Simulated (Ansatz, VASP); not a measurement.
RbCaH3: VASP beside Ansatz

The input INCAR:

```
PREC = Accurate
ENCUT = 520
EDIFF = 1E-7
ISMEAR = 0
SIGMA = 0.05
LREAL = F
LASPH = T
NELM = 80
ALGO = Normal
ISIF = 2
LWAVE = F
LCHARG = F
GGA = CA
NBANDS = 19
```

File KPOINTS:

```
Automatic mesh
0
Gamma
  6 6 6
```

Contents of POSCAR:

```
RbCaH3
1.0
    4.6092954123      0.0000000000      0.0000000000
    0.0000000000      4.6092954123      0.0000000000
    0.0000000000      0.0000000000      4.4249235958
Rb Ca H
1 1 3
Direct
    0.0000000000      0.0000000000      0.0000000000
    0.5000000000      0.5000000000      0.5000000000
    0.0000000000      0.5000000000      0.5000000000
    0.5000000000      0.0000000000      0.5000000000
    0.5000000000      0.5000000000      0.0000000000
```

Input for Ansatz:

```yaml
crystal:
  lattice:
    - [4.6092954123, 0.0, 0.0]
    - [0.0, 4.6092954123, 0.0]
    - [0.0, 0.0, 4.4249235958]
  atoms:
    - { symbol: Rb, position: [0.0, 0.0, 0.0] }
    - { symbol: Ca, position: [0.5, 0.5, 0.5] }
    - { symbol: H, position: [0.0, 0.5, 0.5] }
    - { symbol: H, position: [0.5, 0.0, 0.5] }
    - { symbol: H, position: [0.5, 0.5, 0.0] }
basis:
  ecutwfc: 420
kpoints:
  mp_grid: { grid: [6, 6, 6] }
hamiltonian:
  xc: lda
scf:
  occupations: { method: gaussian, width: 0.05 }
output:
  forces: true
  stress: true
  eigenvalues: true
```

Alike in both runs: task single point; functional LDA; k mesh 6 × 6 × 6; occupations gaussian, width 0.05 eV; no spin polarisation.

|  | VASP | Ansatz |
| --- | --- | --- |
| version | VASP 6.6.1 | Ansatz 0.2.0 |
| potentials or method | VASP PAW LDA potentials, release 64 (Rb_sv, Ca_sv, H), cutoff 520 eV | scalar-relativistic, plane waves, PAW |
| valence electrons in the cell | 22 | 22 |

|  | VASP | Ansatz | Ansatz less VASP |
| --- | --- | --- | --- |
| gap on the k mesh at the Fermi level (eV) | 2.89 | 2.90 | +0.008 |
| least direct gap on the mesh (eV) | 2.90 | 2.91 | +0.009 |
| pressure (GPa) | -2.3 | -2.4 | -0.02 |
| traceless stress, the component that is largest in VASP (GPa) | 1.10 | 1.09 | -0.012 |

LDA's correlation is that of Perdew and Zunger in VASP and of Perdew and Wang (1992) in Ansatz.
